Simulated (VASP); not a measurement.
A run of VASP 6.6.1 is set up as follows.

Contents of INCAR:

```
  PREC = Accurate
  ENCUT = 520
  EDIFF = 1E-6
  ISMEAR = -1
  SIGMA = 0.02
  LREAL = F
  LASPH = T
  NELM = 60
  ALGO = Normal
  ISIF = 2
  LWAVE = F
  LCHARG = T
  GGA = PS
  LELF = T
  LVHAR = T
  NBANDS = 15
```

Contents of KPOINTS:

```
regular mesh
0
Gamma
  8 8 8
```

The input POSCAR:

```
BaTe
1.0
    0.0000000000      3.4716860131      3.4716860131
    3.4716860131      0.0000000000      3.4716860131
    3.4716860131      3.4716860131      0.0000000000
Ba Te
1 1
Direct
    0.0000000000      0.0000000000      0.0000000000
    0.5000000000      0.5000000000      0.5000000000
```

Potentials or basis: VASP PAW PBE potentials, release 64 (Ba_sv, Te).

The run is started by

```console
$ cat potpaw_PBE.64/Ba_sv/POTCAR potpaw_PBE.64/Te/POTCAR > POTCAR
$ mpirun -np 1 vasp_std > vasp.out
```

What does it give for the pressure?

0.4 GPa.

Predict the band gap on the k mesh.

1.37 eV, indirect (least direct gap 1.76 eV).

Caveat: the PAW data sets were made with another functional, which shifts forces and pressure a little; spin-orbit coupling is left out, which moves the levels of the heavy elements. A k mesh can miss the band edges.
